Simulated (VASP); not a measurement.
Write the native input for VASP 6.6.1 that does the following.

```yaml
Task: relaxation of cell and atoms
Functional: PBE
Dispersion: D3(BJ)
Potentials_or_basis: VASP PAW PBE potentials, release 64 (Se)
Cutoff: 600 eV
k_mesh: 6 × 6 × 4
Occupations: gaussian, width 0.1 eV
Spin: no spin polarisation
Dipole_correction: no
Further_INCAR_settings: ALGO = Normal; EDIFF = 1e-06; IBRION = 2; EDIFFG = -0.04; NSW = 90; ISIF = 3
```

The structure of Se lies in POSCAR:

```
Se
1.0
    3.7910914600      0.0000000000      0.0000000000
   -1.8955457300      3.2831815100      0.0000000000
    0.0000000000      0.0000000000      4.4338414900
Se
2
Direct
    0.6666666700      0.3333333300      0.1447775600
    0.3333333300      0.6666666700      0.8552224400
```

The input as run:

INCAR

```
SYSTEM = Se
PREC = Accurate
ENCUT = 600
EDIFF = 1E-6
ISMEAR = 0
SIGMA = 0.1
LREAL = .False.
LASPH = .True.
NELM = 100
ALGO = Normal
ISIF = 3
LWAVE = .False.
LCHARG = .False.
GGA = PE
IVDW = 12
IBRION = 2
NSW = 90
EDIFFG = -0.04
```

KPOINTS

```
regular mesh
0
Gamma
  6 6 4
  0 0 0
```

Potentials or basis: VASP PAW PBE potentials, release 64 (Se).

Run with:

```console
$ cat potpaw_PBE.64/Se/POTCAR > POTCAR
$ mpirun -np 1 vasp_std > vasp.out
```

It gave:

```
Relaxed volume                         : 31.53 Å³/atom
Relaxed cell                           : a = 4.257 Å, b = 4.257 Å, c = 4.018 Å, α = 90.00°, β = 90.00°, γ = 120.00°
Space group after relaxing (to 0.05 Å) : P-3m1 (No. 164)
Energy gained by relaxing              : 321.5 meV/atom
Ionic steps                            : 29
Pressure after relaxing                : 0.0 GPa
Largest force after relaxing           : 0.020 eV/Å
Band gap on the k mesh                 : zero (band 6 reaches 2.66 eV, above the bottom of band 7 at 2.01 eV)
Dispersion energy per atom             : -0.263 eV
```

It took 3.6 min on 1 thread of Intel(R) Xeon(R) Platinum 8375C CPU @ 2.90GHz (Ice Lake), on a shared host, peak memory 0.19 GiB.
